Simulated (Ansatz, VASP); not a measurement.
Si4Ru: VASP beside Ansatz

```
CELL_PARAMETERS angstrom
5.29307 0.00000 0.00000
0.00000 5.29307 0.00000
0.00000 0.00000 2.78836
ATOMIC_POSITIONS crystal
Si 0.22638 0.77362 0.50000
Si 0.77362 0.77362 0.50000
Si 0.22638 0.22638 0.50000
Si 0.77362 0.22638 0.50000
Ru 0.50000 0.50000 0.00000
```

Change from the starting cell: the structure that the rattled cell fell into.

Alike in both runs: functional PBE; k mesh 8 × 8 × 14; occupations gaussian, width 0.1 eV; no spin polarisation.

Ansatz relaxed the structure, and its values are those at the end. VASP's run is a single point on that final structure, the one shown.

|  | VASP | Ansatz |
| --- | --- | --- |
| version | VASP 6.6.1 | Ansatz 0.2.0 |
| potentials or method | VASP PAW PBE potentials, release 64 (Si, Ru_pv), cutoff 520 eV | scalar-relativistic, plane waves, PAW |
| valence electrons in the cell | 30 | 32 |

|  | VASP | Ansatz | Ansatz less VASP |
| --- | --- | --- | --- |
| gap on the k mesh at the Fermi level (eV) | none | none | - |
| pressure (GPa) | 0.0 | 0.0 | +0.03 |
| rms of the force components (eV/Å) | 0.003 | 0.000 | -0.0032 |

A gap of «none» marks a metal or a gap that the smearing closes. The functional is the same, so the differences come from potentials, cutoffs and numerics. VASP's potentials hold 30 valence electrons a cell and Ansatz's 32, so a difference there can come from the potentials and not from the codes.
